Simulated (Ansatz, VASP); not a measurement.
# Two plane-wave programs on AlN

File INCAR:

```
  PREC = Accurate
  ENCUT = 520
  EDIFF = 1E-8
  ISMEAR = -1
  SIGMA = 0.02
  LREAL = False
  LASPH = True
  NELM = 60
  ALGO = Normal
  ISIF = 2
  LWAVE = False
  LCHARG = False
  GGA = PE
  LEFG = True
  NBANDS = 11
```

The input KPOINTS:

```
regular mesh
0
Gamma
  10 10 10
```

File POSCAR:

```
AlN
1.0
    0.0000000000      1.9444680984      1.9444680984
    1.9444680984      0.0000000000      1.9444680984
    1.9444680984      1.9444680984      0.0000000000
Al N
1 1
Direct
    0.0000000000      0.0000000000      0.0000000000
    0.5000000000      0.5000000000      0.5000000000
```

Input for Ansatz:

```yaml
crystal:
  lattice:
    - [0.0, 1.9444680984, 1.9444680984]
    - [1.9444680984, 0.0, 1.9444680984]
    - [1.9444680984, 1.9444680984, 0.0]
  atoms:
    - { symbol: Al, position: [0.0, 0.0, 0.0] }
    - { symbol: "N", position: [0.5, 0.5, 0.5] }
kpoints:
  mp_grid: { grid: [10, 10, 10] }
scf:
  occupations: { method: fermi_dirac, width: 0.02 }
hamiltonian:
  xc: pbe
  pseudopotentials: { kind: paw }
output:
  forces: true
  stress: true
  eigenvalues: true
  efg: { contact_densities: true }
```

Change from the starting cell: volume scaled by 0.95, PAW files.

Alike in both runs: task electric field gradients; functional PBE; k mesh 10 × 10 × 10; occupations fermi-dirac, width 0.02 eV; no spin polarisation.

```csv
,VASP,Ansatz
version,VASP 6.6.1,Ansatz 0.2.0
potentials or method,"VASP PAW PBE potentials, release 64 (Al, N)","PAW with Ansatz's default frozen-core files, scalar-relativistic"
plane-wave cutoff (eV),520,420
valence electrons in the cell,8,8
```

VASP gave:

| Property | Result |
| --- | --- |
| gap on the k mesh at the Fermi level (eV) | 5.08 |
| pressure (GPa) | 44.9 |

Which values does Ansatz return?

gap on the k mesh at the Fermi level (eV): 5.07; pressure (GPa): 45.2.

Both programs put the cell under a high pressure, so it lies far from rest at this level. With one functional, cell and mesh, what is left measures potentials, basis and numerics.
